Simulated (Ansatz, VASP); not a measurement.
## Two plane-wave programs on Te2Mo

```
Te Mo
1.0
     3.55707    0.00000    0.00000
    -1.77853    3.08051    0.00000
     0.00000    0.00000   15.20472
Te Mo
4 2
Direct
  0.28464 0.56928 0.61136
  0.66667 0.33333 0.13109
  0.33333 0.66667 0.86891
  0.66667 0.33333 0.36891
  0.33333 0.66667 0.25000
  0.66667 0.33333 0.75000
```

Alike in both runs: task single point; functional PBE; k mesh 12 × 12 × 2; occupations gaussian, width 0.05 eV; no spin polarisation.

```csv
,VASP,Ansatz
version,VASP 6.6.1,Ansatz 0.2.0
potentials or method,"VASP PAW PBE potentials, release 64 (Te, Mo_sv), cutoff 520 eV","scalar-relativistic, plane waves, PAW"
valence electrons in the cell,52,92
```

```tsv
	VASP	Ansatz	Ansatz less VASP
gap on the k mesh at the Fermi level (eV)	0.51	0.51	0.000
least direct gap on the mesh (eV)	0.89	0.89	+0.005
pressure (GPa)	-2.6	-2.6	-0.01
traceless stress, the component that is largest in VASP (GPa)	-1.97	-2.02	-0.046
rms of the force components (eV/Å)	0.678	0.679	+0.0007
```

Atom by atom the forces differ by 0.005 eV/Å (rms over components). VASP's potentials hold 52 valence electrons a cell and Ansatz's 92, so a difference there can come from the potentials and not from the codes.

Neither program's run includes spin-orbit coupling.
